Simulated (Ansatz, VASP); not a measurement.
## SnGe3O8: VASP beside Ansatz

INCAR

```
PREC     = Accurate       # precision mode
ENCUT    = 600            # plane-wave cutoff, eV
EDIFF    = 1E-6           # SCF threshold, eV
ISMEAR   = 0              # smearing method
SIGMA    = 0.1            # smearing width, eV
LREAL    = False          # projectors in reciprocal space
LASPH    = True           # aspherical terms in the spheres
NELM     = 120            # most SCF steps
ALGO     = Normal         # electronic algorithm
ISIF     = 2              # what is computed and relaxed
LWAVE    = False          # write WAVECAR
LCHARG   = False          # write CHGCAR
GGA      = PE             # functional
NBANDS   = 64             # bands
GGA_COMPAT= False
```

File KPOINTS:

```
regular mesh
0
Gamma
  4 4 4
```

Contents of POSCAR:

```
SnGe3O8
1.0
   -2.9928370000      3.2147360000      3.2648520000
    2.9928370000     -3.2147360000      3.2648520000
    2.9928370000      3.2147360000     -3.2648520000
Sn Ge O
1 3 8
Direct
    0.0000000000      0.5000000000      0.5000000000
    0.0000000000      0.0000000000      0.0000000000
    0.5000000000      0.7525850000      0.2525850000
    0.5000000000      0.2474150000      0.7474150000
    0.6881050000      0.6881050000      0.0000000000
    0.6849590000      0.1849590000      0.5000000000
    0.8014140000      0.7663280000      0.5677420000
    0.8014140000      0.2336720000      0.0350860000
    0.3118950000      0.3118950000      0.0000000000
    0.3150410000      0.8150410000      0.5000000000
    0.1985860000      0.7663280000      0.9649140000
    0.1985860000      0.2336720000      0.4322580000
```

Input for Ansatz:

```yaml
crystal:
  lattice:
    - [-2.992837, 3.214736, 3.264852]
    - [2.992837, -3.214736, 3.264852]
    - [2.992837, 3.214736, -3.264852]
  atoms:
    - { symbol: Sn, position: [0.0, 0.5, 0.5] }
    - { symbol: Ge, position: [0.0, 0.0, 0.0] }
    - { symbol: Ge, position: [0.5, 0.752585, 0.252585] }
    - { symbol: Ge, position: [0.5, 0.247415, 0.747415] }
    - { symbol: O, position: [0.688105, 0.688105, 0.0] }
    - { symbol: O, position: [0.684959, 0.184959, 0.5] }
    - { symbol: O, position: [0.801414, 0.766328, 0.567742] }
    - { symbol: O, position: [0.801414, 0.233672, 0.035086] }
    - { symbol: O, position: [0.311895, 0.311895, 0.0] }
    - { symbol: O, position: [0.315041, 0.815041, 0.5] }
    - { symbol: O, position: [0.198586, 0.766328, 0.964914] }
    - { symbol: O, position: [0.198586, 0.233672, 0.432258] }
basis:
  ecutwfc: 420
kpoints:
  mp_grid: { grid: [4, 4, 4] }
hamiltonian:
  xc: pbe
scf:
  occupations: { method: gaussian, width: 0.1 }
  lower_state_search: "off"
output:
  forces: true
  stress: true
  eigenvalues: true
```

Alike in both runs: task single point; functional PBE; k mesh 4 × 4 × 4; occupations gaussian, width 0.1 eV; no spin polarisation.

|  | VASP | Ansatz |
| --- | --- | --- |
| version | VASP 6.6.1 | Ansatz 0.2.0 |
| potentials or method | VASP PAW PBE potentials, release 64 (Sn_d, Ge_d, O), cutoff 600 eV | scalar-relativistic, plane waves, PAW |
| valence electrons in the cell | 104 | 104 |

VASP gave:

| Property | Result |
| --- | --- |
| gap on the k mesh at the Fermi level (eV) | 0.89 |
| least direct gap on the mesh (eV) | 0.89 |
| pressure (GPa) | 0.1 |
| traceless stress, the component that is largest in VASP (GPa) | 0.19 |
| rms of the force components (eV/Å) | 0.014 |

What did Ansatz give for the same quantities?

gap on the k mesh at the Fermi level (eV): 0.90; least direct gap on the mesh (eV): 0.90; pressure (GPa): 0.0; traceless stress, the component that is largest in VASP (GPa): -0.04; rms of the force components (eV/Å): 0.002.

Atom by atom the forces differ by 0.013 eV/Å (rms over components).
